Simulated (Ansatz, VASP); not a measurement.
One calculation of AlN, two programs

```
Al N
1.0
     0.00000   -4.40317    0.00000
     0.00000    0.00000   -4.40317
     4.40317    0.00000    0.00000
Al N
4 4
Direct
  0.00000 0.00000 0.00000
  0.50000 0.00000 0.50000
  0.00000 0.50000 0.50000
  0.50000 0.50000 0.00000
  0.75000 0.75000 0.75000
  0.25000 0.75000 0.25000
  0.75000 0.25000 0.25000
  0.25000 0.25000 0.75000
```

Alike in both runs: task single point; functional PBE; k mesh 3 × 3 × 3; occupations gaussian, width 0.01 eV; no spin polarisation.

|  | VASP | Ansatz |
| --- | --- | --- |
| version | VASP 6.6.1 | Ansatz 0.2.0 |
| potentials or method | VASP PAW PBE potentials, release 64 (Al, N), cutoff 520 eV | scalar-relativistic, plane waves, PAW |
| valence electrons in the cell | 32 | 32 |

|  | VASP | Ansatz | Ansatz less VASP |
| --- | --- | --- | --- |
| gap on the k mesh at the Fermi level (eV) | 3.30 | 3.31 | +0.007 |
| least direct gap on the mesh (eV) | 3.30 | 3.31 | +0.007 |
| pressure (GPa) | -0.3 | 0.0 | +0.24 |

The functional is the same, so the differences come from potentials, cutoffs and numerics.

The k mesh is coarse, so the values compare programs but aren't converged.
